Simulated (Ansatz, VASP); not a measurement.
## Cu: VASP beside Ansatz

The input INCAR:

```
SYSTEM = Cu
PREC = Accurate
ENCUT = 520
EDIFF = 1E-6
ISMEAR = 0
SIGMA = 0.15
LREAL = .False.
LASPH = .True.
NELM = 60
ALGO = Fast
ISIF = 2
LWAVE = .False.
LCHARG = .False.
GGA = PS
NBANDS = 18
```

The input KPOINTS:

```
Automatic mesh
0
Gamma
  20 20 20
  0 0 0
```

The input POSCAR:

```
Cu
1.0
    1.1575405055     -3.9763780104      0.0000000000
    1.1575405055      3.9763780104      0.0000000000
    0.0000000000      0.0000000000      2.4754955235
Cu
2
Direct
    0.1338666500      0.8661333500      0.2500000000
    0.8661333500      0.1338666500      0.7500000000
```

Input for Ansatz:

```yaml
crystal:
  lattice:
    - [1.1575405055, -3.9763780104, 0.0]
    - [1.1575405055, 3.9763780104, 0.0]
    - [0.0, 0.0, 2.4754955235]
  atoms:
    - { symbol: Cu, position: [0.13386665, 0.86613335, 0.25] }
    - { symbol: Cu, position: [0.86613335, 0.13386665, 0.75] }
basis:
  ecutwfc: 420
kpoints:
  mp_grid: { grid: [20, 20, 20] }
hamiltonian:
  xc: pbesol
scf:
  occupations: { method: gaussian, width: 0.15 }
output:
  forces: true
  stress: true
  eigenvalues: true
```

Change from the starting cell: strain -0.0500 x Voigt [1, 0, 0, 0, 0, 0], atoms carried along.

Alike in both runs: task single point; functional PBEsol; k mesh 20 × 20 × 20; occupations gaussian, width 0.15 eV; no spin polarisation.

|  | VASP | Ansatz |
| --- | --- | --- |
| version | VASP 6.6.1 | Ansatz 0.2.0 |
| potentials or method | VASP PAW PBE potentials, release 64 (Cu), cutoff 520 eV | scalar-relativistic, plane waves, PAW |
| valence electrons in the cell | 22 | 38 |

|  | VASP | Ansatz | Ansatz less VASP |
| --- | --- | --- | --- |
| gap on the k mesh at the Fermi level (eV) | none | none | - |
| pressure (GPa) | 9.1 | 7.3 | -1.85 |
| traceless stress, the component that is largest in VASP (GPa) | 11.30 | 11.42 | +0.120 |
| rms of the force components (eV/Å) | 0.116 | 0.112 | -0.0043 |

VASP's potentials were made for PBE, not for PBEsol. Atom by atom the forces differ by 0.004 eV/Å (rms over components). A gap of «none» marks a metal or a gap that the smearing closes. VASP's potentials hold 22 valence electrons a cell and Ansatz's 38, so a difference there can come from the potentials and not from the codes.
